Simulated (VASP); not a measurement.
# Mg (P6/mmm) in VASP: notebook

Runs on Mg. Level: r2SCAN. Tasks: single point.

Everything below comes from runs of VASP 6.6.1. Logs are shortened: lines on timing, memory, paths and dates and some standing lists are left out, and cuts for length are marked.

## Step 1: The cell of the first run

It takes space group P6/mmm (No. 191, hexagonal). The conventional cell has a = 3.220 Å, b = 3.220 Å, c = 2.732 Å, α = 90.00°, β = 90.00°, γ = 120.00°. Within 3.6 Å of Mg (site symmetry 6/mmm) lie 8 Mg at 2.73 to 3.22 Å.

This isn't the form of Mg at room conditions, which is hcp.

## Step 2: Single point, r2SCAN

Contents of POSCAR:

```
Mg
1.0
    3.2201014251      0.0000000000      0.0000000000
   -1.6100507126      2.7886896369      0.0000000000
    0.0000000000      0.0000000000      2.7321848584
Mg
1
Direct
    0.0000000000      0.0000000000      0.0000000000
```

Contents of INCAR.step1:

```
SYSTEM = Mg
ALGO     = Normal         ! electronic algorithm
EDIFF    = 1E-4           ! SCF threshold, eV
ENCUT    = 520            ! plane-wave cutoff, eV
GGA      = PE             ! functional
ISMEAR   = 0              ! smearing method
LASPH    = .TRUE.         ! aspherical terms in the spheres
LCHARG   = .FALSE.        ! write CHGCAR
LREAL    = .FALSE.        ! projectors in reciprocal space
LWAVE    = .TRUE.         ! write WAVECAR
NBANDS   = 7              ! bands
NELM     = 100            ! most SCF steps
PREC     = Accurate       ! precision mode
SIGMA    = 0.15           ! smearing width, eV
```

Contents of INCAR.step2:

```
SYSTEM = Mg
ALGO     = Normal         ! electronic algorithm
EDIFF    = 1E-6           ! SCF threshold, eV
ENCUT    = 520            ! plane-wave cutoff, eV
ISIF     = 2              ! what is computed and relaxed
ISMEAR   = 0              ! smearing method
ISTART   = 1            
LASPH    = .TRUE.         ! aspherical terms in the spheres
LCHARG   = .FALSE.        ! write CHGCAR
LMIXTAU  = .TRUE.       
LREAL    = .FALSE.        ! projectors in reciprocal space
LWAVE    = .FALSE.        ! write WAVECAR
METAGGA  = R2SCAN         ! meta-GGA
NBANDS   = 7              ! bands
NELM     = 100            ! most SCF steps
PREC     = Accurate       ! precision mode
SIGMA    = 0.15           ! smearing width, eV
```

Contents of KPOINTS:

```
k-points
0
G
  21 21 18
  0 0 0
```

Potentials or basis: VASP PAW PBE potentials, release 64 (Mg).

Started as:

```console
> cat potpaw_PBE.64/Mg/POTCAR > POTCAR
> cp INCAR.step1 INCAR
> mpirun -np 1 vasp_std > vasp.out
> cp INCAR.step2 INCAR
> mpirun -np 1 vasp_std > vasp.out
```

OUTCAR:

```text
SYSTEM = Mg
   EDIFF = 1E-6
   ENCUT = 520
   ISIF = 2
   ISMEAR = 0
   ISTART = 1
   LASPH = .TRUE.
   LREAL = .FALSE.
   METAGGA = R2SCAN
   NELM = 100
   PREC = Accurate

 ion  position               nearest neighbor table
   1  0.000  0.000  0.000-

  LATTYP: Found a hexagonal cell.
 ALAT       =     3.2201014251
 C/A-ratio  =     0.8484778886

  Lattice vectors:

 A1 = (   3.2201014251,   0.0000000000,   0.0000000000)
 A2 = (  -1.6100507126,   2.7886896369,   0.0000000000)
 A3 = (   0.0000000000,   0.0000000000,   2.7321848584)

Analysis of symmetry for initial positions (statically):
=====================================================================
 Subroutine PRICEL returns:
 Original cell was already a primitive cell.

 Routine SETGRP: Setting up the symmetry group for a
 hexagonal supercell.

 Subroutine GETGRP returns: Found 24 space group operations
 (whereof 24 operations were pure point group operations)
 out of a pool of 24 trial point group operations.

The static configuration has the point symmetry D_6h.

Analysis of symmetry for dynamics (positions and initial velocities):
=====================================================================
 Subroutine PRICEL returns:
 Original cell was already a primitive cell.

 Routine SETGRP: Setting up the symmetry group for a
 hexagonal supercell.

 Subroutine GETGRP returns: Found 24 space group operations
 (whereof 24 operations were pure point group operations)
 out of a pool of 24 trial point group operations.

The dynamic configuration has the point symmetry D_6h.

 Subroutine INISYM returns: Found 24 space group operations
 (whereof 24 operations are pure point group operations),
 and found     1 'primitive' translations

----------------------------------------------------------------------------------------

                                     Primitive cell

  volume of cell :      24.5346

  direct lattice vectors                    reciprocal lattice vectors
     3.220101425  0.000000000  0.000000000     0.310549224  0.179295678  0.000000000
    -1.610050713  2.788689637  0.000000000     0.000000000  0.358591357  0.000000000
     0.000000000  0.000000000  2.732184858     0.000000000  0.000000000  0.366007445

  length of vectors
     3.220101425  3.220101425  2.732184858     0.358591357  0.358591357  0.366007445

  position of ions in fractional coordinates (direct lattice)
     0.000000000  0.000000000  0.000000000

  ion indices of the primitive-cell ions
   primitive index   ion index
                 1           1

----------------------------------------------------------------------------------------

 KPOINTS: k-points

Automatic generation of k-mesh.
 Grid dimensions read from file:
 generate k-points for:   21   21   18

 Generating k-lattice:

  Cartesian coordinates                     Fractional coordinates (reciprocal lattice)
     0.014788058  0.008537889  0.000000000     0.047619048  0.000000000  0.000000000
     0.000000000  0.017075779  0.000000000     0.000000000  0.047619048  0.000000000
     0.000000000  0.000000000  0.020333747     0.000000000  0.000000000  0.055555556

  Length of vectors
     0.017075779  0.017075779  0.020333747

  Shift w.r.t. Gamma in fractional coordinates (k-lattice)
     0.000000000  0.000000000  0.000000000

 Subroutine IBZKPT returns following result:
 ===========================================

 Found    480 irreducible k-points:

 Following reciprocal coordinates:
            Coordinates               Weight
  0.000000  0.000000  0.000000      1.000000
  0.047619  0.000000  0.000000      6.000000
  0.095238 -0.000000  0.000000      6.000000
  0.142857 -0.000000  0.000000      6.000000
  0.190476 -0.000000  0.000000      6.000000
  0.238095 -0.000000  0.000000      6.000000
[... 16 lines left out ...]
  0.142857  0.095238  0.000000     12.000000
  0.190476  0.095238  0.000000     12.000000
 [... further k-points ...]
   k-points           NKPTS =    480   k-points in BZ     NKDIM =    480   number of bands    NBANDS=      7
   number of dos      NEDOS =    301   number of ions     NIONS =      1
   total plane-waves  NPLWV =  11520
   dimension x,y,z NGX =    24 NGY =   24 NGZ =   20
   dimension x,y,z NGXF=    48 NGYF=   48 NGZF=   40
   ions per type =               1
   NGX,Y,Z   is equivalent  to a cutoff of  12.39, 12.39, 12.17 a.u.
   NGXF,Y,Z  is equivalent  to a cutoff of  24.78, 24.78, 24.34 a.u.
 SYSTEM =  Mg
   PREC   = accura    normal or accurate (medium, high low for compatibility)
   ISTART =      1    job   : 0-new  1-cont  2-samecut
   ICHARG =      0    charge: 1-file 2-atom 10-const
   ISPIN  =      1    spin polarized calculation?
   LNONCOLLINEAR =      F non collinear calculations
   LSORBIT =      F    spin-orbit coupling
   LASPH  =      T    aspherical Exc in radial PAW
   ENCUT  =  520.0 eV  38.22 Ry    6.18 a.u.   5.99  5.99  5.08*2*pi/ulx,y,z
   NELM   =    100;   NELMIN=  2; NELMDL=  0     # of ELM steps
   EDIFF  = 0.1E-05   stopping-criterion for ELM
   LREAL  =      F    real-space projection
   EDIFFG = 0.1E-04   stopping-criterion for IOM
   NSW    =      0    number of steps for IOM
   IBRION =     -1    ionic relax: 0-MD 1-quasi-New 2-CG
   NFREE  =      0    steps in history (QN), initial steepest desc. (CG)
   ISIF   =      2    stress and relaxation
   ISYM   =      2    0-nonsym 1-usesym 2-fastsym
   POTIM  = 0.5000    time-step for ionic-motion
   TEBEG  =    0.0;   TEEND  =   0.0 temperature during run
   PSTRESS=    0.0 pullay stress
   NELECT =       2.0000    total number of electrons
   NUPDOWN=      -1.0000    fix difference up-down
   EMIN   =  10.00;   EMAX   =-10.00  energy-range for DOS
   EFERMI =   0.00;   METHOD = LEGACY
   ISMEAR =     0;   SIGMA  =   0.15  broadening in eV -4-tet -1-fermi 0-gaus
   EFERMI_NEDOS =   21; number of points for ismear=-14 and -15
   IALGO  =     38    algorithm
   IMIX   =      4    mixing-type and parameters
     AMIX     =   0.40;   BMIX     =  1.00
     AMIX_MAG =   1.60;   BMIX_MAG =  1.00
  volume/ion in A,a.u.               =      24.53       165.57
  Fermi-wavevector in a.u.,A,eV,Ry     =   0.709836  1.341396  6.855535  0.503868
  Thomas-Fermi vector in A             =   1.796524
   LORBIT       =      0    0 simple, 1 ext, 2 COOP (PROOUT), +10 PAW based schemes
   METAGGA = R2SCAN    functional components
   LHFCALC =     F    Hartree Fock is set to
   AEXX    =    0.0000 exact exchange contribution
   IVDW    =     0    specifies the selected vdW correction
   LEPSILON=     F    determine dielectric tensor
   LRPA    =     F    only Hartree local field effects (RPA)
 non-spin polarized calculation
 Gauss-broadening in eV      SIGMA  =   0.15
  energy-cutoff  :      520.00
  volume of cell :       24.53
 maximum number of plane-waves:       678
 NGX is ok and might be reduce to    24

 number of electron       2.0000000 magnetization

 Free energy of the ion-electron system (eV)
  ---------------------------------------------------
  ext. energy  EPLUGINS =         0.00000000
  ---------------------------------------------------
  free energy    TOTEN  =        -3.76929920 eV

  energy without entropy =       -3.76450182  energy(sigma->0) =       -3.76690051

 E-fermi :   2.3114     XC(G=0):  -8.8423

 val. band max:        2.3048998847   @ k =   0.2381   0.1429   0.5000
 cond. band min:       2.3124539537   @ k =   0.3333   0.3333   0.1667
 fundamental gap:      0.0075540690
 Fermi energy:         2.3114300856

 k-point     1 :       0.0000    0.0000    0.0000
  band No.  band energies     occupation
      1      -4.8289      2.00000
      2      12.3782      0.00000
      3      14.0569      0.00000
      4      14.0569      0.00000
      5      14.4491      0.00000
      6      14.4491      0.00000
      7      15.9569      0.00000

 k-point     2 :       0.0476    0.0000    0.0000
  band No.  band energies     occupation
      1      -4.7818      2.00000
      2      12.0547      0.00000
      3      13.1686      0.00000
      4      13.4223      0.00000
      5      14.9563      0.00000
      6      15.1659      0.00000
      7      15.9948      0.00000

 k-point     3 :       0.0952   -0.0000    0.0000
  band No.  band energies     occupation
      1      -4.6405      2.00000
      2      10.9638      0.00000
      3      12.4563      0.00000
      4      12.7072      0.00000
      5      15.3825      0.00000
      6      16.1086      0.00000
      7      16.1276      0.00000

 k-point     4 :       0.1429   -0.0000    0.0000
  band No.  band energies     occupation
      1      -4.4054      2.00000
      2       9.5426      0.00000
      3      11.9664      0.00000
      4      12.0667      0.00000
      5      15.8342      0.00000
      6      16.2984      0.00000
      7      17.1780      0.00000

 k-point     5 :       0.1905   -0.0000    0.0000
  band No.  band energies     occupation
      1      -4.0770      2.00000
      2       8.0991      0.00000
      3      11.5059      0.00000
      4      11.5201      0.00000
      5      16.3389      0.00000
      6      16.5642      0.00000
      7      18.3105      0.00000

 k-point     6 :       0.2381   -0.0000    0.0000
  band No.  band energies     occupation
      1      -3.6562      2.00000
      2       6.6986      0.00000
      3      11.0256      0.00000
      4      11.1108      0.00000
      5      16.9015      0.00000
      6      16.9059      0.00000
      7      19.5212      0.00000

 k-point     7 :       0.2857   -0.0000    0.0000
  band No.  band energies     occupation
      1      -3.1440      2.00000
      2       5.3604      0.00000
      3      10.6257      0.00000
      4      10.7510      0.00000
      5      17.3230      0.00000
      6      17.5268      0.00000
      7      20.8045      0.00000
[... 121 lines left out ...]
 k-point    20 :       0.4286    0.0476    0.0000
  band No.  band energies     occupation
      1      -0.6197      2.00000
      2       1.2999      2.00000
      3       8.6428      0.00000
      4      11.2720      0.00000
      5      19.3465      0.00000
      6      20.2051      0.00000
      7      21.1887      0.00000

 k-point    21 :       0.4762    0.0476    0.0000
  band No.  band energies     occupation
      1       0.1629      2.00000
      2       0.4337      2.00000
      3       8.6017      0.00000
      4      11.2342      0.00000
      5      19.7794      0.00000
      6      20.6831      0.00000
      7      20.7828      0.00000

 k-point    22 :       0.0952    0.0952    0.0000
  band No.  band energies     occupation
      1      -4.2645      2.00000
      2       9.6382      0.00000
      3       9.7086      0.00000
      4      13.7224      0.00000
      5      15.4188      0.00000
      6      16.4124      0.00000
      7      17.4801      0.00000

 k-point    23 :       0.1429    0.0952    0.0000
  band No.  band energies     occupation
      1      -3.9366      2.00000
      2       8.2256      0.00000
      3       9.1064      0.00000
      4      13.7459      0.00000
      5      15.8661      0.00000
      6      16.6783      0.00000
      7      18.2360      0.00000

 k-point    24 :       0.1905    0.0952    0.0000
  band No.  band energies     occupation
      1      -3.5163      2.00000
      2       6.8252      0.00000
      3       8.6165      0.00000
      4      13.5275      0.00000
      5      16.5531      0.00000
      6      17.0202      0.00000
      7      19.1226      0.00000

 [... further k-points ...]
[... 5 lines left out ...]
  --------------------------------------------------------------------------------------
  -------------------------------------------------------------------------------------
  Total       -0.6152603     -0.6152603      1.5930681      0.0000000     -0.0000000      0.0000000
  in kB      -40.1781249    -40.1781249    104.0315580      0.0000000     -0.0000000      0.0000000
  external PRESSURE =       7.8917694 kB  Pullay stress =       0.0000000 kB

 VOLUME and BASIS-vectors are now :
 -----------------------------------------------------------------------------
  energy-cutoff  :      520.00
  volume of cell :       24.53
      direct lattice vectors                 reciprocal lattice vectors
     3.220101425  0.000000000  0.000000000     0.310549224  0.179295678  0.000000000
    -1.610050713  2.788689637  0.000000000     0.000000000  0.358591357  0.000000000
     0.000000000  0.000000000  2.732184858     0.000000000  0.000000000  0.366007445

 POSITION                                       TOTAL-FORCE (eV/Angst)
 -----------------------------------------------------------------------------------
      0.00000      0.00000      0.00000         0.000000      0.000000      0.000000
 -----------------------------------------------------------------------------------
    total drift:                                0.000000     -0.000000      0.000000

  FREE ENERGIE OF THE ION-ELECTRON SYSTEM (eV)
  ---------------------------------------------------
  free  energy   TOTEN  =        -3.7692992027 eV

  energy  without entropy=       -3.7645018167  energy(sigma->0) =       -3.76690051
```

It took 3.5 min on 1 thread of AMD EPYC 7R13, shared host; peak memory 0.2 GiB.

What came out:

| Quantity | Value |
| --- | --- |
| Free energy | -3.7693 eV |
| Pressure | 0.8 GPa |
| Band gap on the k mesh | zero (bands 1 and 2 overlap by 5.22 eV) |

Stress tensor (GPa, compression positive):
```
-4.02  0.00  0.00
 0.00 -4.02  0.00
 0.00  0.00 10.40
```

Caveat: the stress differs along the axes, from -4 to 10 GPa; the PAW data sets were made with another functional, which shifts forces and pressure a little.

## Step 3: Single point, r2SCAN

This run uses another cell than the first one, of the same volume but with other edges.

Contents of POSCAR:

```
Mg
1.0
    2.8704420112      0.0000000000      0.0000000000
   -1.4352210056      2.4858757017      0.0000000000
    0.0000000000      0.0000000000      3.4383622266
Mg
1
Direct
    0.0000000000      0.0000000000      0.0000000000
```

Contents of INCAR.step1:

```
PREC = Accurate ; ENCUT = 520
ISMEAR = 0 ; SIGMA = 0.15
LREAL = False ; LASPH = True
NELM = 100 ; NBANDS = 7
GGA = PE ; ALGO = Normal
EDIFF = 1E-4 ; LWAVE = True
LCHARG = False
```

Contents of INCAR.step2:

```
PREC = Accurate ; ENCUT = 520
EDIFF = 1E-7 ; ISMEAR = 0
SIGMA = 0.15 ; LREAL = False
LASPH = True ; NELM = 100
ALGO = Normal ; ISIF = 2
LWAVE = False ; LCHARG = False
METAGGA = R2SCAN ; LMIXTAU = True
NBANDS = 7 ; ISTART = 1
```

Contents of KPOINTS:

```
Automatic mesh
0
Gamma
  21 21 18
```

Potentials or basis: VASP PAW PBE potentials, release 64 (Mg).

Started as:

```console
> cat potpaw_PBE.64/Mg/POTCAR > POTCAR
> cp INCAR.step1 INCAR
> mpirun -np 1 vasp_std > vasp.out
> cp INCAR.step2 INCAR
> mpirun -np 1 vasp_std > vasp.out
```

Run time: 5.1 min. Hardware: 1 thread of AMD EPYC 7R13, shared host; peak memory 0.22 GiB.

The run converged. Its results:

```
Free energy            : -3.7454 eV
Pressure               : 4.4 GPa
Band gap on the k mesh : zero (bands 1 and 2 overlap by 5.53 eV)
```

Stress tensor (GPa, compression positive):
```
 8.55  0.00  0.00
 0.00  8.55  0.00
 0.00  0.00 -4.02
```

Levels at points of the mesh, in eV from the Fermi level:
| k point | band 1 | band 2 | band 3 | band 4 |
| --- | --- | --- | --- | --- |
| (0.00, 0.00, 0.00) | -7.06 | 5.81 | 6.23 | 15.41 |
| (0.00, 0.00, 0.50) | -4.38 | -2.89 | 16.55 | 16.55 |

Caveat: the stress differs along the axes, from -4 to 9 GPa; the PAW data sets were made with another functional, which shifts forces and pressure a little.

The gap in the log of VASP goes by the Fermi energy; the results here count the filled bands.